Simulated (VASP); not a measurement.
Wanted: the native input for a VASP 6.6.1 run.

* Task: single point
* Functional: r2SCAN
* Dispersion: D3(BJ)
* Potentials or basis: VASP PAW PBE potentials, release 64 (Si, C)
* Cutoff: 520 eV
* k mesh: 10 × 10 × 5
* Occupations: fermi-dirac, width 0.05 eV
* Spin: no spin polarisation
* Dipole correction: no
* Further INCAR settings: ALGO = Normal; EDIFF = 1e-06; NBANDS = 16

The system is SiC (Moissanite).

```
CELL_PARAMETERS angstrom
3.13633 0.00000 0.00000
-1.56816 2.71614 0.00000
0.00000 0.00000 5.14701
ATOMIC_POSITIONS crystal
Si 0.66667 0.33333 0.50000
Si 0.33333 0.66667 0.00000
C 0.66667 0.33333 0.88500
C 0.33333 0.66667 0.38500
```

One way to write it, as run:

POSCAR

```
SiC
1.0
    3.1363290418      0.0000000000      0.0000000000
   -1.5681645209      2.7161406248      0.0000000000
    0.0000000000      0.0000000000      5.1470055276
Si C
2 2
Direct
    0.6666666667      0.3333333333      0.5000000000
    0.3333333333      0.6666666667      0.0000000000
    0.6666666667      0.3333333333      0.8850000000
    0.3333333333      0.6666666667      0.3850000000
```

INCAR.step1

```
SYSTEM = SiC
PREC     = Accurate       ! precision mode
ENCUT    = 520            ! plane-wave cutoff, eV
ISMEAR   = -1             ! smearing method
SIGMA    = 0.05           ! smearing width, eV
LREAL    = .False.        ! projectors in reciprocal space
LASPH    = .True.         ! aspherical terms in the spheres
NELM     = 60             ! most SCF steps
NBANDS   = 16             ! bands
GGA      = PE             ! functional
ALGO     = Normal         ! electronic algorithm
EDIFF    = 1E-4           ! SCF threshold, eV
LWAVE    = .True.         ! write WAVECAR
LCHARG   = .False.        ! write CHGCAR
```

INCAR.step2

```
SYSTEM = SiC
PREC     = Accurate       ! precision mode
ENCUT    = 520            ! plane-wave cutoff, eV
EDIFF    = 1E-6           ! SCF threshold, eV
ISMEAR   = -1             ! smearing method
SIGMA    = 0.05           ! smearing width, eV
LREAL    = .False.        ! projectors in reciprocal space
LASPH    = .True.         ! aspherical terms in the spheres
NELM     = 60             ! most SCF steps
ALGO     = Normal         ! electronic algorithm
ISIF     = 2              ! what is computed and relaxed
LWAVE    = .False.        ! write WAVECAR
LCHARG   = .True.         ! write CHGCAR
METAGGA  = R2SCAN         ! meta-GGA
LMIXTAU  = .True.       
IVDW     = 12             ! dispersion correction
VDW_S6   = 1.0          
VDW_S8   = 0.78981345   
VDW_A1   = 0.49484001   
VDW_A2   = 5.73083694   
LELF     = .True.         ! ELF
LVHAR    = .True.       
NBANDS   = 16             ! bands
ISTART   = 1
```

KPOINTS

```
Automatic mesh
0
Gamma
  10 10 5
  0 0 0
```

Potentials or basis: VASP PAW PBE potentials, release 64 (Si, C).

The run is started by

```sh
$ cat potpaw_PBE.64/Si/POTCAR potpaw_PBE.64/C/POTCAR > POTCAR
$ cp INCAR.step1 INCAR
$ mpirun -np 1 vasp_std > vasp.out
$ cp INCAR.step2 INCAR
$ mpirun -np 1 vasp_std > vasp.out
```

It gave:

```
Pressure                   : -13.8 GPa
Largest force              : 0.684 eV/Å
Band gap on the k mesh     : 2.89 eV, indirect (least direct gap 4.45 eV)
Dispersion energy per atom : -0.133 eV
```

Caveat: the PAW data sets were made with another functional, which shifts forces and pressure a little.

Run time: 73 s on 1 thread of Intel(R) Xeon(R) 6975P-C (Granite Rapids) (shared host), peak memory 0.18 GiB.
